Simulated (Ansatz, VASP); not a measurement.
**SiC: VASP beside Ansatz**

```
Si C
1.0
     2.23366    2.23366    0.00000
    -2.23366    2.23366    0.00000
     0.00000    0.00000    4.46732
Si C
2 2
Cartesian
  1.1168 1.1168 3.3505
  -1.1168 1.1168 1.1168
  0.0000 0.0000 0.0000
  0.0000 2.2337 2.2337
```

Change from the starting cell: equal strain along all axes, cell held, atoms relaxed: +2.0 %.

Alike in both runs: task single point; functional PBE; k mesh 10 × 10 × 6; occupations gaussian, width 0.02 eV; no spin polarisation.

|  | VASP | Ansatz |
| --- | --- | --- |
| version | VASP 6.6.1 | Ansatz 0.2.0 |
| potentials or method | VASP PAW PBE potentials, release 64 (Si, C), cutoff 520 eV | scalar-relativistic, plane waves, PAW |
| valence electrons in the cell | 16 | 16 |

```tsv
	VASP	Ansatz	Ansatz less VASP
gap on the k mesh at the Fermi level (eV)	1.42	1.42	+0.001
least direct gap on the mesh (eV)	1.42	1.42	+0.001
pressure (GPa)	-11.3	-11.2	+0.03
```
